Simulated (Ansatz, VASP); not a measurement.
**Ca: VASP beside Ansatz**

Contents of INCAR:

```
SYSTEM = Ca
  PREC = Accurate
  ENCUT = 520
  EDIFF = 1E-6
  ISMEAR = 1
  SIGMA = 0.3
  LREAL = .False.
  LASPH = .True.
  NELM = 60
  ALGO = Normal
  ISIF = 2
  LWAVE = .False.
  LCHARG = .False.
  GGA = PE
  NBANDS = 11
```

File KPOINTS:

```
regular mesh
0
Gamma
  10 10 10
  0 0 0
```

POSCAR

```
Ca
1.0
    0.0000000000      2.7627089163      2.7627089163
    2.7627089163      0.0000000000      2.7627089163
    2.7627089163      2.7627089163      0.0000000000
Ca
1
Direct
    0.0000000000      0.0000000000      0.0000000000
```

Input for Ansatz:

```yaml
crystal:
  lattice:
    - [0.0, 2.7627089163, 2.7627089163]
    - [2.7627089163, 0.0, 2.7627089163]
    - [2.7627089163, 2.7627089163, 0.0]
  atoms:
    - { symbol: Ca, position: [0.0, 0.0, 0.0] }
hamiltonian:
  xc: pbe
  pseudopotentials:
    kind: paw
    azcp:
      Ca: "pseudopotentials/Ca.paw.azcp"
basis:
  ecutwfc: 420
  fft_grid_basis: typed
kpoints:
  mp_grid: { grid: [10, 10, 10], shift: [0, 0, 0] }
magnetization:
  spin_polarized: false
scf:
  occupations: { method: cold, width: 0.3 }
  lower_state_search: "off"
output:
  stress: true
```

Alike in both runs: task single point; functional PBE; k mesh 10 × 10 × 10; no spin polarisation.

|  | VASP | Ansatz |
| --- | --- | --- |
| version | VASP 6.6.1 | Ansatz 0.2.0 |
| potentials or method | VASP PAW PBE potentials, release 64 (Ca_sv), cutoff 520 eV | plane waves (420 eV) with PAW, scalar-relativistic |
| occupations | methfessel-paxton of order 1, width 0.3 eV | cold, width 0.3 eV |
| valence electrons in the cell | 10 | 10 |

|  | VASP | Ansatz | Ansatz less VASP |
| --- | --- | --- | --- |
| pressure (GPa) | 0.0 | 0.0 | +0.01 |
